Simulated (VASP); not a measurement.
# Pt (P6_3/mmc) in VASP: further runs

Runs on Pt. Level: LDA. Tasks: single point.

Program: VASP 6.6.1. These are calculated values, not measurements. Logs are shortened: lines on timing, memory, paths and dates and some standing lists are left out, and cuts for length are marked.

## (1) The cell of the first run

Symmetry: P6_3/mmc, No. 194, hexagonal system. The conventional cell has a = 2.624 Å, b = 2.624 Å, c = 4.532 Å, α = 90.00°, β = 90.00°, γ = 120.00°. Within 3.5 Å of Pt (site symmetry -6m2) lie 12 Pt at 2.62 to 2.73 Å.

This isn't the form of Pt at room conditions, which is fcc.

## (2) Single point, LDA, collinear spin (13.52 Å³/atom)

INCAR reads:

```
SYSTEM = Pt
PREC     = Accurate       ! precision mode
ENCUT    = 570            ! plane-wave cutoff, eV
EDIFF    = 1E-6           ! SCF threshold, eV
ISMEAR   = 0              ! smearing method
SIGMA    = 0.15           ! smearing width, eV
LREAL    = .False.        ! projectors in reciprocal space
LASPH    = .True.         ! aspherical terms in the spheres
NELM     = 200            ! most SCF steps
ALGO     = Normal         ! electronic algorithm
ISIF     = 2              ! what is computed and relaxed
LWAVE    = .False.        ! write WAVECAR
LCHARG   = .True.         ! write CHGCAR
ISPIN    = 2              ! spin polarisation
MAGMOM   = 0.25 0.25      ! initial moments
LORBIT   = 11             ! projections on sites
NUPDOWN  = 0.5            ! fixed moment
LMAXMIX  = 4              ! l up to which the mixer works
LELF     = .True.         ! ELF
LVHAR    = .True.       
NBANDS   = 29             ! bands
GGA_COMPAT= .False.
```

KPOINTS reads:

```
Automatic mesh
0
Gamma
  21 21 10
  0 0 0
```

POSCAR reads:

```
Pt
1.0
    2.6244633715      0.0000000000      0.0000000000
   -1.3122316858      2.2728519510      0.0000000000
    0.0000000000      0.0000000000      4.5317559673
Pt
2
Direct
    0.6666666667      0.3333333333      0.7500000000
    0.3333333333      0.6666666667      0.2500000000
```

Potentials or basis: VASP PAW LDA potentials, release 64 (Pt_sv_GW).

The run is started by

```bash
> cat potpaw_LDA.64/Pt_sv_GW/POTCAR > POTCAR
> mpirun -np 1 vasp_std > vasp.out
```

OUTCAR:

```text
SYSTEM = Pt
   PREC = Accurate
   ENCUT = 570
   EDIFF = 1E-6
   ISMEAR = 0
   LREAL = .False.
   LASPH = .True.
   NELM = 200
   ISIF = 2
   ISPIN = 2
   LORBIT = 11
   NUPDOWN = 0.5

 ion  position               nearest neighbor table
   1  0.667  0.333  0.750-   2 2.73   2 2.73   2 2.73   2 2.73   2 2.73   2 2.73
   2  0.333  0.667  0.250-   1 2.73   1 2.73   1 2.73   1 2.73   1 2.73   1 2.73

  LATTYP: Found a hexagonal cell.
 ALAT       =     2.6244633715
 C/A-ratio  =     1.7267362222

  Lattice vectors:

 A1 = (   2.6244633715,   0.0000000000,   0.0000000000)
 A2 = (  -1.3122316858,   2.2728519510,   0.0000000000)
 A3 = (   0.0000000000,   0.0000000000,   4.5317559673)

Analysis of symmetry for initial positions (statically):
=====================================================================
 Subroutine PRICEL returns:
 Original cell was already a primitive cell.

 Routine SETGRP: Setting up the symmetry group for a
 hexagonal supercell.

 Subroutine GETGRP returns: Found 24 space group operations
 (whereof 12 operations were pure point group operations)
 out of a pool of 24 trial point group operations.

The static configuration has the point symmetry D_3d.
 The point group associated with its full space group is D_6h.

Analysis of symmetry for dynamics (positions and initial velocities):
=====================================================================
 Subroutine PRICEL returns:
 Original cell was already a primitive cell.

 Routine SETGRP: Setting up the symmetry group for a
 hexagonal supercell.

 Subroutine GETGRP returns: Found 24 space group operations
 (whereof 12 operations were pure point group operations)
 out of a pool of 24 trial point group operations.

The dynamic configuration has the point symmetry D_3d.
 The point group associated with its full space group is D_6h.

Analysis of structural, dynamic, and magnetic symmetry:
=====================================================================
 Subroutine PRICEL returns:
 Original cell was already a primitive cell.

 Routine SETGRP: Setting up the symmetry group for a
 hexagonal supercell.

 Subroutine GETGRP returns: Found 24 space group operations
 (whereof 12 operations were pure point group operations)
 out of a pool of 24 trial point group operations.

The overall configuration has the point symmetry D_3d.
 The point group associated with its full space group is D_6h.

 Subroutine INISYM returns: Found 24 space group operations
 (whereof 12 operations are pure point group operations),
 and found     1 'primitive' translations

----------------------------------------------------------------------------------------

                                     Primitive cell

  volume of cell :      27.0320

  direct lattice vectors                    reciprocal lattice vectors
     2.624463372  0.000000000  0.000000000     0.381030275  0.219987932  0.000000000
    -1.312231686  2.272851951  0.000000000     0.000000000  0.439975864  0.000000000
     0.000000000  0.000000000  4.531755967     0.000000000  0.000000000  0.220665015

  length of vectors
     2.624463372  2.624463372  4.531755967     0.439975864  0.439975864  0.220665015

  position of ions in fractional coordinates (direct lattice)
     0.666666667  0.333333333  0.750000000
     0.333333333  0.666666667  0.250000000

  ion indices of the primitive-cell ions
   primitive index   ion index
                 1           1
                 2           2

----------------------------------------------------------------------------------------

 KPOINTS: Automatic mesh

Automatic generation of k-mesh.
 Grid dimensions read from file:
 generate k-points for:   21   21   10

 Generating k-lattice:

  Cartesian coordinates                     Fractional coordinates (reciprocal lattice)
     0.018144299  0.010475616  0.000000000     0.047619048  0.000000000  0.000000000
     0.000000000  0.020951232  0.000000000     0.000000000  0.047619048  0.000000000
     0.000000000  0.000000000  0.022066502     0.000000000  0.000000000  0.100000000

  Length of vectors
     0.020951232  0.020951232  0.022066502

  Shift w.r.t. Gamma in fractional coordinates (k-lattice)
     0.000000000  0.000000000  0.000000000

 Subroutine IBZKPT returns following result:
 ===========================================

 Found    288 irreducible k-points:

 Following reciprocal coordinates:
            Coordinates               Weight
  0.000000  0.000000  0.000000      1.000000
  0.047619  0.000000  0.000000      6.000000
  0.095238  0.000000  0.000000      6.000000
  0.142857  0.000000  0.000000      6.000000
  0.190476  0.000000  0.000000      6.000000
  0.238095  0.000000  0.000000      6.000000
[... 16 lines left out ...]
  0.142857  0.095238  0.000000     12.000000
  0.190476  0.095238  0.000000     12.000000
 [... further k-points ...]
   k-points           NKPTS =    288   k-points in BZ     NKDIM =    288   number of bands    NBANDS=     29
   number of dos      NEDOS =    301   number of ions     NIONS =      2
   total plane-waves  NPLWV =  14400
   dimension x,y,z NGX =    20 NGY =   20 NGZ =   36
   dimension x,y,z NGXF=    40 NGYF=   40 NGZF=   72
   ions per type =               2
   NGX,Y,Z   is equivalent  to a cutoff of  12.67, 12.67, 13.21 a.u.
   NGXF,Y,Z  is equivalent  to a cutoff of  25.34, 25.34, 26.41 a.u.
 SYSTEM =  Pt
   PREC   = accura    normal or accurate (medium, high low for compatibility)
   ISTART =      0    job   : 0-new  1-cont  2-samecut
   ICHARG =      2    charge: 1-file 2-atom 10-const
   ISPIN  =      2    spin polarized calculation?
   LNONCOLLINEAR =      F non collinear calculations
   LSORBIT =      F    spin-orbit coupling
   LASPH  =      T    aspherical Exc in radial PAW
   ENCUT  =  570.0 eV  41.89 Ry    6.47 a.u.   5.11  5.11  8.82*2*pi/ulx,y,z
   NELM   =    200;   NELMIN=  2; NELMDL= -5     # of ELM steps
   EDIFF  = 0.1E-05   stopping-criterion for ELM
   LREAL  =      F    real-space projection
   EDIFFG = 0.1E-04   stopping-criterion for IOM
   NSW    =      0    number of steps for IOM
   IBRION =     -1    ionic relax: 0-MD 1-quasi-New 2-CG
   NFREE  =      0    steps in history (QN), initial steepest desc. (CG)
   ISIF   =      2    stress and relaxation
   ISYM   =      2    0-nonsym 1-usesym 2-fastsym
   POTIM  = 0.5000    time-step for ionic-motion
   TEBEG  =    0.0;   TEEND  =   0.0 temperature during run
   PSTRESS=    0.0 pullay stress
   NELECT =      36.0000    total number of electrons
   NUPDOWN=       0.5000    fix difference up-down
   EMIN   =  10.00;   EMAX   =-10.00  energy-range for DOS
   EFERMI =   0.00;   METHOD = LEGACY
   ISMEAR =     0;   SIGMA  =   0.15  broadening in eV -4-tet -1-fermi 0-gaus
   EFERMI_NEDOS =   21; number of points for ismear=-14 and -15
   IALGO  =     38    algorithm
   IMIX   =      4    mixing-type and parameters
     AMIX     =   0.40;   BMIX     =  1.00
     AMIX_MAG =   1.60;   BMIX_MAG =  1.00
  volume/ion in A,a.u.               =      13.52        91.21
  Fermi-wavevector in a.u.,A,eV,Ry     =   1.801149  3.403678 44.139166  3.244137
  Thomas-Fermi vector in A             =   2.861730
   LORBIT       =     11    0 simple, 1 ext, 2 COOP (PROOUT), +10 PAW based schemes
   GGA     = CA    functional components
   LHFCALC =     F    Hartree Fock is set to
   AEXX    =    0.0000 exact exchange contribution
   IVDW    =     0    specifies the selected vdW correction
   LEPSILON=     F    determine dielectric tensor
   LRPA    =     F    only Hartree local field effects (RPA)
 spin polarized calculation
 Gauss-broadening in eV      SIGMA  =   0.15
  energy-cutoff  :      570.00
  volume of cell :       27.03
 maximum number of plane-waves:       848
   NGX = 11   NGY = 11   NGZ = 17

 number of electron      36.0000000 magnetization       0.5000000

 Free energy of the ion-electron system (eV)
  ---------------------------------------------------
  ext. energy  EPLUGINS =         0.00000000
  ---------------------------------------------------
  free energy    TOTEN  =       -14.21691953 eV

  energy without entropy =      -14.18479965  energy(sigma->0) =      -14.20085959

 E-fermi :  12.5133     XC(G=0): -15.0871

 val. band max:       12.6843693182   @ k =   0.4286   0.0476   0.0000
 cond. band min:      12.5143277244   @ k =   0.3810   0.0000   0.5000
 fundamental gap:     -0.1700415938
 Fermi energy:        12.6940402681

 spin component 1

 k-point     1 :       0.0000    0.0000    0.0000
  band No.  band energies     occupation
      1     -86.1364      1.00000
      2     -86.0912      1.00000
      3     -40.8128      1.00000
      4     -40.3329      1.00000
      5     -40.3329      1.00000
      6     -40.2612      1.00000
[... 21 lines left out ...]
     28      35.4969      0.00000
     29      37.1554      0.00000
[... 705 lines left out ...]
 k-point    24 :       0.1905    0.0952    0.0000
  band No.  band energies     occupation
      1     -86.1043      1.00000
      2     -86.0720      1.00000
      3     -40.6895      1.00000
      4     -40.6498      1.00000
      5     -40.6029      1.00000
      6     -40.4301      1.00000
[... 21 lines left out ...]
     28      35.2309      0.00000
     29      36.4462      0.00000

 [... further k-points ...]

 spin component 2

 k-point     1 :       0.0000    0.0000    0.0000
  band No.  band energies     occupation
      1     -86.0082      1.00000
      2     -85.9630      1.00000
      3     -40.6607      1.00000
      4     -40.1844      1.00000
      5     -40.1844      1.00000
      6     -40.1125      1.00000
[... 21 lines left out ...]
     28      35.5581      0.00000
     29      37.1992      0.00000
[... 705 lines left out ...]
 k-point    24 :       0.1905    0.0952    0.0000
  band No.  band energies     occupation
      1     -85.9760      1.00000
      2     -85.9437      1.00000
      3     -40.5369      1.00000
      4     -40.5020      1.00000
      5     -40.4550      1.00000
      6     -40.2817      1.00000
[... 21 lines left out ...]
     28      35.3003      0.00000
     29      36.5241      0.00000

 [... further k-points ...]

------------------------ aborting loop because EDIFF is reached ----------------------------------------

  FORCE on cell =-STRESS in cart. coord.  units (eV):
  Direction    XX          YY          ZZ          XY          YZ          ZX
  --------------------------------------------------------------------------------------
  -------------------------------------------------------------------------------------
  Total        6.6142142      6.6142142      5.4124901     -0.0000000     -0.0000000      0.0000000
  in kB      392.0221981    392.0221981    320.7964247     -0.0000000     -0.0000000      0.0000000
  external PRESSURE =     368.2802737 kB  Pullay stress =       0.0000000 kB

 VOLUME and BASIS-vectors are now :
 -----------------------------------------------------------------------------
  energy-cutoff  :      570.00
  volume of cell :       27.03
      direct lattice vectors                 reciprocal lattice vectors
     2.624463372  0.000000000  0.000000000     0.381030275  0.219987932  0.000000000
    -1.312231686  2.272851951  0.000000000     0.000000000  0.439975864  0.000000000
     0.000000000  0.000000000  4.531755967     0.000000000  0.000000000  0.220665015

 POSITION                                       TOTAL-FORCE (eV/Angst)
 -----------------------------------------------------------------------------------
      1.31223      0.75762      3.39882        -0.000000     -0.000000      0.000000
     -0.00000      1.51523      1.13294         0.000000      0.000000      0.000000
 -----------------------------------------------------------------------------------
    total drift:                               -0.000001      0.000000     -0.000000

  FREE ENERGIE OF THE ION-ELECTRON SYSTEM (eV)
  ---------------------------------------------------
  free  energy   TOTEN  =       -14.2169195307 eV

  energy  without entropy=      -14.1847996520  energy(sigma->0) =      -14.20085959

 total charge

# of ion       s       p       d       f       tot
--------------------------------------------------
    1        4.390   6.118   7.918   0.035  18.461
    2        4.390   6.118   7.918   0.035  18.461
--------------------------------------------------
tot          8.780  12.236  15.837   0.070  36.923

 magnetization (x)

# of ion       s       p       d       f       tot
--------------------------------------------------
    1        0.015   0.001   0.250   0.001   0.267
    2        0.015   0.001   0.250   0.001   0.267
--------------------------------------------------
tot          0.031   0.002   0.500   0.001   0.534
```

Run time: 3 min. Hardware: 1 thread of AMD EPYC 9R45 (Zen 5), shared host; peak memory 0.39 GiB.

What came out:

| Quantity | Value |
| --- | --- |
| Free energy | -14.2169 eV |
| Pressure | 36.8 GPa |
| Net moment | 0.50 μB per cell |
| Site moments | Pt +0.27 μB |

Caveat: the stress differs along the axes, from 32 to 39 GPa; spin-orbit coupling is left out, which moves the levels of the heavy elements; the total moment is fixed, so each spin has its own Fermi level and the state may be an excited one.

## (3) Single point, LDA (16.86 Å³/atom)

This run uses another cell than the first one, of 16.86 Å³/atom.

INCAR reads:

```
PREC = Accurate ; ENCUT = 570
EDIFF = 1E-6 ; ISMEAR = 0
SIGMA = 0.15 ; LREAL = False
LASPH = True ; NELM = 120
ALGO = Normal ; ISIF = 2
LWAVE = False ; LCHARG = True
LELF = True ; LVHAR = True
NBANDS = 25 ; GGA_COMPAT = False
```

KPOINTS reads:

```
Automatic mesh
0
Gamma
  21 21 10
```

POSCAR reads:

```
Pt
1.0
    2.8250521638      0.0000000000      0.0000000000
   -1.4125260819      2.4465669409      0.0000000000
    0.0000000000      0.0000000000      4.8781199007
Pt
2
Direct
    0.6666666667      0.3333333333      0.7500000000
    0.3333333333      0.6666666667      0.2500000000
```

Potentials or basis: VASP PAW LDA potentials, release 64 (Pt_sv_GW).

The run is started by

```bash
> cat potpaw_LDA.64/Pt_sv_GW/POTCAR > POTCAR
> mpirun -np 1 vasp_std > vasp.out
```

Wall time 1.8 min (1 thread of Intel Xeon Platinum 8488C (Sapphire Rapids), shared host); peak memory 0.33 GiB.

Results (log left out):

```yaml
Free_energy: -14.1792 eV
Pressure: -27.4 GPa
Band_gap_on_the_k_mesh: zero (bands 18 and 19 overlap by 1.10 eV)
```

Stress tensor (GPa, compression positive):
```
-28.26   0.00   0.00
  0.00 -28.26   0.00
  0.00   0.00 -25.81
```

Levels at points of the mesh, in eV from the Fermi level:
```csv
k point,band 16,band 17,band 18,band 19,band 20,band 21
"(0.00, 0.00, 0.00)",-1.63,-1.63,-0.38,-0.19,-0.19,4.33
"(0.00, 0.00, 0.50)",-3.07,-0.71,-0.71,-0.71,-0.71,11.58
```

Caveat: the cell stands under tension; spin-orbit coupling is left out, which moves the levels of the heavy elements.
